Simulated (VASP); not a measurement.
Crystal: PbS.

```
Pb S
1.0
     2.07995   -5.99130    0.00000
     2.07995    5.99130    0.00000
     0.00000    0.00000    4.27932
Pb S
2 2
Direct
  0.13056 0.86944 0.25000
  0.86944 0.13056 0.75000
  0.35480 0.64520 0.25000
  0.64520 0.35480 0.75000
```

```yaml
Program: VASP 6.6.1
Task: relaxation of cell and atoms
Functional: revPBE
Dispersion: D3(BJ)
Potentials_or_basis: VASP PAW PBE potentials, release 64 (Pb_d, S)
Cutoff: 600 eV
k_mesh: 7 × 7 × 6
Occupations: fermi-dirac, width 0.05 eV
Spin: no spin polarisation
```

At the start: pressure -1.5 GPa; volume 26.66 Å³/atom.

Question: Where does the relaxation end?

Answer: Over 20 steps the energy falls by 11.7 meV/atom and the volume is 25.10 Å³/atom (-5.9 %); space group Cmcm (No. 63, to 0.1 Å) before and after.

The path:
| step | energy change (eV) | largest force (eV/Å) | pressure (GPa) | volume (Å³) |
| --- | --- | --- | --- | --- |
| 1 | 0.0000 | 0.1143 | -1.49 | 106.65 |
| 2 | -0.0188 | 0.2751 | 0.25 | 102.87 |
| 3 | -0.0188 | 0.2701 | 0.19 | 103.00 |
| 4 | -0.0281 | 0.1796 | 0.12 | 102.39 |
| 5 | -0.0367 | 0.0743 | 0.07 | 100.57 |
| 6 | -0.0421 | 0.0965 | 0.04 | 100.16 |
| 7 | -0.0435 | 0.1147 | 0.03 | 99.84 |
| 8 | -0.0451 | 0.0675 | 0.07 | 99.97 |
| 9 | -0.0459 | 0.0441 | 0.13 | 100.15 |
| 10 | -0.0459 | 0.0388 | 0.12 | 100.13 |
| 11 | -0.0462 | 0.0295 | -0.01 | 100.38 |
| 12 | -0.0462 | 0.0234 | -0.10 | 100.55 |
| 13 | -0.0464 | 0.0203 | -0.07 | 100.51 |
| 14 | -0.0465 | 0.0166 | -0.03 | 100.46 |
| 15 | -0.0465 | 0.0157 | -0.02 | 100.45 |
| 16 | -0.0466 | 0.0191 | 0.01 | 100.39 |
| 17 | -0.0467 | 0.0224 | 0.04 | 100.32 |
| 18 | -0.0467 | 0.0140 | 0.00 | 100.36 |
| 19 | -0.0468 | 0.0062 | -0.07 | 100.41 |
| 20 | -0.0468 | 0.0042 | -0.05 | 100.39 |

Final structure:
```
Pb S
1.0
     2.04516   -5.75515    0.00000
     2.04516    5.75515    0.00000
     0.00000    0.00000    4.26465
Pb S
2 2
Direct
  0.12540 0.87460 0.25000
  0.87460 0.12540 0.75000
  0.36013 0.63987 0.25000
  0.63987 0.36013 0.75000
```

Caveat: the PAW data sets were made with another functional, which shifts forces and pressure a little.
